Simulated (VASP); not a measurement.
# SbTeS (P4/mmm) in VASP: further runs, part 2 of 2

VASP 6.6.1.

## 3. Single point, PBE

This run uses another cell than the first one, of 29.83 Å³/atom.

The input, INCAR:

```
ALGO = Normal ; EDIFF = 1E-7
ENCUT = 520 ; GGA = PE
ISIF = 2 ; ISMEAR = 0
LASPH = T ; LCHARG = F
LREAL = F ; LWAVE = F
NBANDS = 16 ; NELM = 60
PREC = Accurate ; SIGMA = 0.1
```

The input, KPOINTS:

```
k-points
0
Gamma
  12 12 8
```

The input, POSCAR:

```
SbTeS
1.0
    3.7985587556      0.0000000000      0.0000000000
    0.0000000000      3.7985587556      0.0000000000
    0.0000000000      0.0000000000      6.2021253836
Sb Te S
1 1 1
Direct
    0.5000000000      0.5000000000      0.5000000000
    0.5000000000      0.5000000000      0.0000000000
    0.0000000000      0.0000000000      0.0000000000
```

Potentials or basis: VASP PAW PBE potentials, release 64 (Sb, Te, S).

Started as:

```sh
> cat potpaw_PBE.64/Sb/POTCAR potpaw_PBE.64/Te/POTCAR potpaw_PBE.64/S/POTCAR > POTCAR
> mpirun -np 1 vasp_std > vasp.out
```

Wall time 67 s (1 thread of Intel Xeon 6975P-C (Granite Rapids), shared host); peak memory 0.34 GiB.

It converged, with:

| Property | Result |
| --- | --- |
| Free energy | -10.2849 eV |
| Pressure | -0.1 GPa |
| Band gap on the k mesh | zero (an odd number of electrons rules out a gap without spin polarisation) |

Levels at points of the mesh, in eV from the Fermi level:
| k point | band 7 | band 8 | band 9 | band 10 | band 11 | band 12 |
| --- | --- | --- | --- | --- | --- | --- |
| (0.00, 0.00, 0.00) | -0.64 | 1.74 | 1.74 | 3.00 | 3.78 | 3.78 |
| (0.50, 0.00, 0.00) | -2.53 | -1.38 | -1.15 | -0.79 | 2.66 | 4.16 |
| (0.50, 0.50, 0.00) | -1.97 | -1.30 | -1.30 | 3.43 | 3.43 | 4.16 |
| (0.00, 0.00, 0.50) | -0.85 | 0.45 | 1.60 | 1.60 | 3.11 | 3.53 |
| (0.50, 0.00, 0.50) | -1.43 | -1.29 | -1.19 | -0.91 | 0.36 | 2.30 |
| (0.50, 0.50, 0.50) | -1.67 | -1.67 | -0.69 | 0.62 | 4.82 | 4.82 |

Caveat: spin-orbit coupling is left out, which moves the levels of the heavy elements.

## 4. Single point, PBE

This run uses another cell than the first one, of 29.83 Å³/atom.

The input, INCAR:

```
SYSTEM = SbTeS
PREC = Accurate
ENCUT = 520
EDIFF = 1E-6
ISMEAR = 0
SIGMA = 0.1
LREAL = .False.
LASPH = .True.
NELM = 100
ALGO = Normal
ISIF = 2
LWAVE = .False.
LCHARG = .True.
GGA = PE
LELF = .True.
LVHAR = .True.
NBANDS = 16
```

The input, KPOINTS:

```
Automatic mesh
0
Gamma
  12 12 8
  0 0 0
```

POSCAR is that of step 3.

Potentials or basis: VASP PAW PBE potentials, release 64 (Sb, Te, S).

Started as:

```sh
> cat potpaw_PBE.64/Sb/POTCAR potpaw_PBE.64/Te/POTCAR potpaw_PBE.64/S/POTCAR > POTCAR
> mpirun -np 1 vasp_std > vasp.out
```

OUTCAR:

```text
SYSTEM = SbTeS
   PREC = Accurate
   ENCUT = 520
   EDIFF = 1E-6
   ISMEAR = 0
   LREAL = .False.
   LASPH = .True.
   NELM = 100
   ISIF = 2
   GGA = PE

 ion  position               nearest neighbor table
   1  0.500  0.500  0.500-   2 3.10   2 3.10
   2  0.500  0.500  0.000-   3 2.69   3 2.69   3 2.69   3 2.69   1 3.10   1 3.10
   3  0.000  0.000  0.000-   2 2.69   2 2.69   2 2.69   2 2.69

  LATTYP: Found a simple tetragonal cell.
 ALAT       =     3.7985587556
 C/A-ratio  =     1.6327575227

  Lattice vectors:

[... 631 lines left out ...]
      6       1.3641      2.00000
[... 8 lines left out ...]
     15      10.5064      0.00000
     16      14.8948      0.00000

 [... further k-points ...]
[... 5 lines left out ...]
  --------------------------------------------------------------------------------------
  -------------------------------------------------------------------------------------
  Total       -0.0644328     -0.0644328     -0.0407612      0.0000000     -0.0000000      0.0000000
  in kB       -1.1535583     -1.1535583     -0.7297593      0.0000000     -0.0000000      0.0000000
  external PRESSURE =      -1.0122920 kB  Pullay stress =       0.0000000 kB

 VOLUME and BASIS-vectors are now :
 -----------------------------------------------------------------------------
  energy-cutoff  :      520.00
  volume of cell :       89.49
      direct lattice vectors                 reciprocal lattice vectors
     3.798558756  0.000000000  0.000000000     0.263257742  0.000000000  0.000000000
     0.000000000  3.798558756  0.000000000     0.000000000  0.263257742  0.000000000
     0.000000000  0.000000000  6.202125384     0.000000000  0.000000000  0.161235051

 POSITION                                       TOTAL-FORCE (eV/Angst)
 -----------------------------------------------------------------------------------
      1.89928      1.89928      3.10106         0.000000      0.000000      0.000000
      1.89928      1.89928      0.00000         0.000000      0.000000      0.000000
      0.00000      0.00000      0.00000         0.000000      0.000000      0.000000
 -----------------------------------------------------------------------------------
    total drift:                               -0.000000      0.000000     -0.000000

  FREE ENERGIE OF THE ION-ELECTRON SYSTEM (eV)
  ---------------------------------------------------
  free  energy   TOTEN  =       -10.2848716081 eV

  energy  without entropy=      -10.2744410266  energy(sigma->0) =      -10.27965632
```

stdout:

```text
POSCAR found type information on POSCAR SbTeS
 POSCAR found :  3 types and       3 ions
 scaLAPACK will be used
 LDA part: xc-table for (Slater+PW92), standard interpolation
 POSCAR, INCAR and KPOINTS ok, starting setup
 FFT: planning ... GRIDC
 FFT: planning ... GRID_SOFT
 FFT: planning ... GRID
 WAVECAR not read
 entering main loop
```

Wall time 58 s (1 thread of Intel Xeon 6975P-C (Granite Rapids), shared host); peak memory 0.34 GiB.

Results:

- Free energy: -10.2849 eV
- Pressure: -0.1 GPa
- Band gap on the k mesh: zero (an odd number of electrons rules out a gap without spin polarisation)

Caveat: spin-orbit coupling is left out, which moves the levels of the heavy elements.

## 5. Relaxation of cell and atoms, PBE

The input, INCAR:

```
SYSTEM = SbTeS
  PREC = Accurate
  ENCUT = 600
  EDIFF = 1E-6
  ISMEAR = 0
  SIGMA = 0.1
  LREAL = .False.
  LASPH = .True.
  NELM = 60
  ALGO = Normal
  ISIF = 3
  LWAVE = .False.
  LCHARG = .False.
  GGA = PE
  IBRION = 2
  NSW = 100
  EDIFFG = -0.01
```

KPOINTS is that of step 4.

The input, POSCAR:

```
SbTeS
1.0
    3.8116432187      0.0000000000      0.0000000000
    0.0000000000      3.8116432187      0.0000000000
    0.0000000000      0.0000000000      6.1841315627
Sb Te S
1 1 1
Direct
    0.5000000000      0.5000000000      0.5000000000
    0.5000000000      0.5000000000      0.0000000000
    0.0000000000      0.0000000000      0.0000000000
```

Started as:

```sh
> cat potpaw_PBE.64/Sb/POTCAR potpaw_PBE.64/Te/POTCAR potpaw_PBE.64/S/POTCAR > POTCAR
> mpirun -np 1 vasp_std > vasp.out
```

Wall time 2.8 min (1 thread of Intel Xeon 6975P-C (Granite Rapids), shared host); peak memory 0.38 GiB.

The run converged. Its results:

| Item | Value |
| --- | --- |
| Free energy | -10.2852 eV |
| Relaxed volume | 29.77 Å³/atom |
| Relaxed cell | a = 3.797 Å, b = 3.797 Å, c = 6.196 Å, α = 90.00°, β = 90.00°, γ = 90.00° |
| Space group after relaxing (to 0.1 Å) | P4/mmm (No. 123) |
| Energy gained by relaxing | 0.5 meV/atom |
| Ionic steps | 6 |
| Pressure after relaxing | 0.0 GPa |
| Band gap on the k mesh | zero (an odd number of electrons rules out a gap without spin polarisation) |

The path:
```csv
step,energy change (eV),largest force (eV/Å),pressure (GPa),volume (Å³)
1,0.0000,0.0000,-0.35,89.85
2,-0.0012,0.0000,0.19,88.99
3,-0.0013,0.0000,0.07,89.19
4,-0.0013,0.0000,0.06,89.20
5,-0.0013,0.0000,0.05,89.22
6,-0.0014,0.0000,0.00,89.32
```

Final structure:
```cif
data_structure
_symmetry_space_group_name_H-M 'P 1'
_symmetry_Int_Tables_number 1
_cell_length_a 3.7968
_cell_length_b 3.7968
_cell_length_c 6.1960
_cell_angle_alpha 90.000
_cell_angle_beta 90.000
_cell_angle_gamma 90.000
_cell_volume 89.32
loop_
_atom_site_label
_atom_site_type_symbol
_atom_site_fract_x
_atom_site_fract_y
_atom_site_fract_z
_atom_site_occupancy
Sb1 Sb 0.50000 0.50000 0.50000 1
Te1 Te 0.50000 0.50000 0.00000 1
S1 S 0.00000 0.00000 0.00000 1
```

Levels at points of the mesh, in eV from the Fermi level:
```
           k point  band 5  band 6  band 7  band 8  band 9  band 10  band 11  band 12
(0.00, 0.00, 0.00)   -4.68   -4.68   -0.64    1.74    1.74     3.00     3.79     3.79
(0.50, 0.00, 0.00)   -2.68   -2.57   -2.54   -1.39   -1.15    -0.78     2.67     4.18
(0.50, 0.50, 0.00)   -7.07   -3.70   -1.98   -1.30   -1.30     3.43     3.43     4.16
(0.00, 0.00, 0.50)   -4.66   -3.58   -0.85    0.45    1.60     1.60     3.10     3.54
(0.50, 0.00, 0.50)   -2.68   -1.55   -1.42   -1.29   -1.19    -0.91     0.36     2.31
(0.50, 0.50, 0.50)   -7.03   -2.07   -1.67   -1.67   -0.68     0.62     4.83     4.83
```

Caveat: spin-orbit coupling is left out, which moves the levels of the heavy elements.

## 6. Summary

```tsv
task	cell	k mesh	cutoff (eV)	gap on the mesh (eV)	pressure (GPa)
single point	a = 3.812, b = 3.812, c = 6.184 Å, 3 atoms	4 × 4 × 4	520	none	-0.2
single point	a = 3.799, b = 3.799, c = 6.202 Å, 3 atoms	12 × 12 × 8	520	none	-0.1
relaxation of cell and atoms	relaxed from a = 3.812, b = 3.812, c = 6.184 Å, 3 atoms	12 × 12 × 8	600	none	0.0
```

Alike in all rows: level PBE; potentials or basis VASP PAW PBE potentials, release 64 (Sb, Te, S); no spin polarisation; smearing gaussian 0.1 eV.

Caveats: some runs use coarse meshes; spin-orbit coupling is left out, which moves the levels of the heavy elements.

Total energies depend on the potentials used, so only differences within one code and one set of settings carry meaning.
